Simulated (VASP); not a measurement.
# TaTe (Pm-3m) in VASP: further runs

Aim: see how the results for TaTe move with the level of theory and the settings. Levels: PBEsol, PBE. Tasks: vibrations by perturbation theory, elastic constants.

Everything below comes from runs of VASP 6.6.1. Logs are shortened: lines on timing, memory, paths and dates and some standing lists are left out, and cuts for length are marked.

## (1) The cell of the first run

Symmetry: Pm-3m, No. 221, cubic system. The conventional cell has a = 3.420 Å, b = 3.420 Å, c = 3.420 Å, α = 90.00°, β = 90.00°, γ = 90.00°. Ta (site symmetry m-3m) has 8 Te at 2.96 Å and 6 Ta at 3.42 Å within 3.9 Å. Within 3.9 Å of Te (site symmetry m-3m) lie 8 Ta at 2.96 Å and 6 Te at 3.42 Å.

## (2) Vibrations by perturbation theory, PBEsol

INCAR reads:

```
  ALGO = Normal
  EDIFF = 1E-8
  ENCUT = 500
  GGA = PS
  GGA_COMPAT = False
  IBRION = 8
  ISIF = 2
  ISMEAR = -1
  LASPH = True
  LCHARG = True
  LREAL = False
  LWAVE = False
  NBANDS = 16
  NELM = 120
  NSW = 1
  PREC = Accurate
  SIGMA = 0.05
```

KPOINTS reads:

```
k-points
0
Gamma
  8 8 8
```

POSCAR reads:

```
TaTe
1.0
    3.4200900000      0.0000000000      0.0000000000
    0.0000000000      3.4200900000      0.0000000000
    0.0000000000      0.0000000000      3.4200900000
Ta Te
1 1
Direct
    0.5000000000      0.5000000000      0.5000000000
    0.0000000000      0.0000000000      0.0000000000
```

Potentials or basis: VASP PAW PBE potentials, release 64 (Ta_pv, Te).

Launch:

```sh
cat potpaw_PBE.64/Ta_pv/POTCAR potpaw_PBE.64/Te/POTCAR > POTCAR
mpirun -np 1 vasp_std > vasp.out
```

OUTCAR:

```text
EDIFF = 1E-8
   ENCUT = 500
   GGA = PS
   IBRION = 8
   ISIF = 2
   ISMEAR = -1
   LASPH = True
   LREAL = False
   NELM = 120
   NSW = 1
   PREC = Accurate

 ion  position               nearest neighbor table
   1  0.500  0.500  0.500-   2 2.96   2 2.96   2 2.96   2 2.96   2 2.96   2 2.96   2 2.96   2 2.96

   2  0.000  0.000  0.000-   1 2.96   1 2.96   1 2.96   1 2.96   1 2.96   1 2.96   1 2.96   1 2.96

  LATTYP: Found a simple cubic cell.
 ALAT       =     3.4200900000

  Lattice vectors:

 A1 = (   3.4200900000,   0.0000000000,   0.0000000000)
 A2 = (   0.0000000000,   3.4200900000,   0.0000000000)
 A3 = (   0.0000000000,   0.0000000000,   3.4200900000)

Analysis of symmetry for initial positions (statically):
=====================================================================
 Subroutine PRICEL returns:
 Original cell was already a primitive cell.

 Routine SETGRP: Setting up the symmetry group for a
 simple cubic supercell.

 Subroutine GETGRP returns: Found 48 space group operations
 (whereof 48 operations were pure point group operations)
 out of a pool of 48 trial point group operations.

The static configuration has the point symmetry O_h .

Analysis of symmetry for dynamics (positions and initial velocities):
=====================================================================
 Subroutine PRICEL returns:
 Original cell was already a primitive cell.

 Routine SETGRP: Setting up the symmetry group for a
 simple cubic supercell.

 Subroutine GETGRP returns: Found 48 space group operations
 (whereof 48 operations were pure point group operations)
 out of a pool of 48 trial point group operations.

The dynamic configuration has the point symmetry O_h .

 Subroutine INISYM returns: Found 48 space group operations
 (whereof 48 operations are pure point group operations),
 and found     1 'primitive' translations

[... 618 lines left out ...]

 VOLUME and BASIS-vectors are now :
 -----------------------------------------------------------------------------
  energy-cutoff  :      500.00
  volume of cell :       40.00
      direct lattice vectors                 reciprocal lattice vectors
     3.420090000  0.000000000  0.000000000     0.292389966  0.000000000  0.000000000
     0.000000000  3.420090000  0.000000000     0.000000000  0.292389966  0.000000000
     0.000000000  0.000000000  3.420090000     0.000000000  0.000000000  0.292389966

 POSITION                                       TOTAL-FORCE (eV/Angst)
 -----------------------------------------------------------------------------------
      1.71005      1.71005      1.71005         0.000000      0.000000      0.000000
      0.00000      0.00000      0.00000         0.000000      0.000000      0.000000
 -----------------------------------------------------------------------------------
    total drift:                                0.000000      0.000000      0.000000

  FREE ENERGIE OF THE ION-ELECTRON SYSTEM (eV)
  ---------------------------------------------------
  free  energy   TOTEN  =       -15.8448201873 eV

  energy  without entropy=      -15.8171445786  energy(sigma->0) =      -15.83098238

[... ionic steps 2 to 3 ...]

--------------------------------------- Ionic step        4  -------------------------------------------

------------------------ aborting loop because EDIFF is reached ----------------------------------------

[... ionic steps 5 to 6 ...]

--------------------------------------- Ionic step        7  -------------------------------------------

 Free energy of the ion-electron system (eV)
  ---------------------------------------------------
  ---------------------------------------------------
  free energy    TOTEN  =        -0.04130711 eV

  energy without entropy =       -0.04130711

------------------------ aborting loop because EDIFF is reached ----------------------------------------

 INTERNAL STRAIN TENSOR  FOR ION    2  DIRECTION 1   (eV/Angst):
 -----------------------------------------------------------------------------
     0.00084  0.00000  0.00000
    -0.00000 -0.00326  0.00000
     0.00000  0.00000 -0.00326

 INTERNAL STRAIN TENSOR FOR ION    2 for displacements in x,y,z  (eV/Angst):
          X           Y           Z          XY          YZ          ZX
  --------------------------------------------------------------------------------
  x     0.00000     0.00000     0.00000     0.00000     0.00000     0.00000
  y     0.00000     0.00000     0.00000     0.00000     0.00000     0.00000
  z     0.00000     0.00000     0.00000     0.00000     0.00000     0.00000

 SECOND DERIVATIVES (NOT SYMMETRIZED)
 ------------------------------------
               1X          1Y          1Z          2X          2Y          2Z
  1X    -3.733519    0.000000    0.000000    3.733519    0.000000   -0.000000
  1Y     0.000000   -3.733519    0.000000   -0.000000    3.733519    0.000000
  1Z     0.000000    0.000000   -3.733519    0.000000   -0.000000    3.733519
  2X     3.726144    0.000000   -0.000000   -3.726144   -0.000000    0.000000
  2Y    -0.000000    3.726144   -0.000000    0.000000   -3.726144    0.000000
  2Z     0.000000   -0.000000    3.726144   -0.000000    0.000000   -3.726144

 Eigenvectors and eigenvalues of the dynamical matrix
 ----------------------------------------------------

   1 f  =    3.489936 THz    21.927913 2PiTHz  116.411725 cm-1    14.433208 meV
             X         Y         Z           dx          dy          dz
      1.710045  1.710045  1.710045    -0.643451   -0.000000    0.000000
      0.000000  0.000000  0.000000     0.765487    0.000000    0.000000
[... 21 lines left out ...]
   6 f/i=    0.001699 THz     0.010678 2PiTHz    0.056689 cm-1     0.007028 meV
             X         Y         Z           dx          dy          dz
      1.710045  1.710045  1.710045    -0.000000   -0.731053    0.227008
      0.000000  0.000000  0.000000     0.000000   -0.614506    0.190818

--------------------------------------------------------------------------------------------------------

 ELASTIC MODULI CONTR FROM IONIC RELAXATION (kBar)
 Direction    XX          YY          ZZ          XY          YZ          ZX
 --------------------------------------------------------------------------------
 XX           0.0000      0.0000      0.0000      0.0000      0.0000      0.0000
 YY           0.0000      0.0000      0.0000      0.0000      0.0000      0.0000
 ZZ           0.0000      0.0000      0.0000      0.0000      0.0000      0.0000
 XY           0.0000      0.0000      0.0000      0.0000      0.0000      0.0000
 YZ           0.0000      0.0000      0.0000      0.0000      0.0000      0.0000
 ZX           0.0000      0.0000      0.0000      0.0000      0.0000      0.0000
 --------------------------------------------------------------------------------
```

OSZICAR:

```text
N       E                     dE             d eps       ncg     rms          rms(c)
DAV:   1     0.896855221359E+02    0.89686E+02   -0.80781E+03  1128   0.914E+02
DAV:   2    -0.140015547364E+02   -0.10369E+03   -0.99874E+02  1496   0.251E+02
[... 46 lines left out ...]
RMM:   5    -0.413111113114E-01    0.41926E-05   -0.21196E-06  4056   0.962E-03    0.238E-03
RMM:   6    -0.413093520427E-01    0.17593E-05   -0.13704E-07  4287   0.230E-03    0.156E-03
RMM:   7    -0.413067548956E-01    0.25971E-05   -0.23582E-08  4014   0.725E-04    0.433E-04
RMM:   8    -0.413070742480E-01   -0.31935E-06   -0.11234E-08  4231   0.359E-04    0.136E-04
RMM:   9    -0.413071101376E-01   -0.35890E-07   -0.66211E-09  4253   0.970E-05    0.372E-05
RMM:  10    -0.413071091896E-01    0.94801E-09    0.12591E-08  4321   0.274E-05    0.180E-05
 Linear response finished
```

stdout:

```text
POSCAR found type information on POSCAR TaTe
 POSCAR found :  2 types and       2 ions
 scaLAPACK will be used
 -----------------------------------------------------------------------------
|                                                                             |
|                                                                             |
|     You enforced a specific xc type in the INCAR file but a different       |
|     I HOPE YOU KNOW WHAT YOU ARE DOING!                                     |
|                                                                             |
 -----------------------------------------------------------------------------

 LDA part: xc-table for (Slater+PW92), standard interpolation
 POSCAR, INCAR and KPOINTS ok, starting setup
 FFT: planning ... GRIDC
 FFT: planning ... GRID_SOFT
 FFT: planning ... GRID
 WAVECAR not read
 entering main loop
 Linear response reoptimize wavefunctions to high precision
 Linear response DOF=           2
 Linear response progress:
 first order change of Fermi-energy   0.72566E-03
 force on displaced ion       1 direction 1 :  -3.734   0.000  -0.000
 Linear response progress:
 first order change of Fermi-energy   0.38893E-03
 force on displaced ion       2 direction 1 :  -3.726   0.000  -0.000
 Linear response finished
```

Run time: 2.9 min. Hardware: 1 thread of Intel Xeon Platinum 8488C (Sapphire Rapids), shared host; peak memory 0.25 GiB.

What came out:

| Property | Result |
| --- | --- |
| Highest phonon frequency at Γ, LO-TO splitting left out | 116 cm⁻¹ |

Phonon frequencies in cm⁻¹ (negative: imaginary):
```
              q point        frequencies
(0.000, 0.000, 0.000)  0 0 0 116 116 116
```

Caveat: the cell stands under pressure or tension, which shifts response properties; spin-orbit coupling is left out, which moves the levels of the heavy elements.

(Continued in part 2 of 2.)
